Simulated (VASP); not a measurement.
Wanted: the native input for a VASP 6.6.1 run.

* Task: single point
* Functional: r2SCAN
* Potentials or basis: VASP PAW PBE potentials, release 64 (Mg_sv, O)
* Cutoff: 920 eV
* k mesh: 12 × 12 × 12
* Occupations: gaussian, width 0.02 eV
* Spin: no spin polarisation
* Dipole correction: no
* Further INCAR settings: ALGO = Normal; EDIFF = 1e-06; NBANDS = 15

MgO:

```
CELL_PARAMETERS angstrom
0.00000 2.10384 2.10384
2.10384 0.00000 2.10384
2.10384 2.10384 0.00000
ATOMIC_POSITIONS crystal
Mg 0.00000 0.00000 0.00000
O 0.50000 0.50000 0.50000
```

These files were run (other wordings do the same):

POSCAR

```
MgO
1.0
    0.0000000000      2.1038367547      2.1038367547
    2.1038367547      0.0000000000      2.1038367547
    2.1038367547      2.1038367547      0.0000000000
Mg O
1 1
Direct
    0.0000000000      0.0000000000      0.0000000000
    0.5000000000      0.5000000000      0.5000000000
```

INCAR.step1

```
SYSTEM = MgO
PREC = Accurate ; ENCUT = 920
ISMEAR = 0 ; SIGMA = 0.02
LREAL = .FALSE. ; LASPH = .TRUE.
NELM = 120 ; NBANDS = 15
GGA = PE ; ALGO = Normal
EDIFF = 1E-5 ; LWAVE = .TRUE.
LCHARG = .FALSE. ; GGA_COMPAT = .FALSE.
```

INCAR.step2

```
SYSTEM = MgO
PREC = Accurate ; ENCUT = 920
EDIFF = 1E-6 ; ISMEAR = 0
SIGMA = 0.02 ; LREAL = .FALSE.
LASPH = .TRUE. ; NELM = 120
ALGO = Normal ; ISIF = 2
LWAVE = .FALSE. ; LCHARG = .TRUE.
METAGGA = R2SCAN ; LMIXTAU = .TRUE.
LELF = .TRUE. ; LVHAR = .TRUE.
NBANDS = 15 ; ISTART = 1
GGA_COMPAT = .FALSE.
```

KPOINTS

```
Automatic mesh
0
G
  12 12 12
  0 0 0
```

Potentials or basis: VASP PAW PBE potentials, release 64 (Mg_sv, O).

The run is started by

```console
$ cat potpaw_PBE.64/Mg_sv/POTCAR potpaw_PBE.64/O/POTCAR > POTCAR
$ cp INCAR.step1 INCAR
$ mpirun -np 1 vasp_std > vasp.out
$ cp INCAR.step2 INCAR
$ mpirun -np 1 vasp_std > vasp.out
```

Results of the run:

- Pressure: 0.1 GPa
- Band gap on the k mesh: 5.68 eV

Caveat: the PAW data sets were made with another functional, which shifts forces and pressure a little.

It took 3 min on 1 thread of AMD EPYC 7R43 64-Core Processor (Zen 3), with other jobs on the host, peak memory 0.16 GiB.
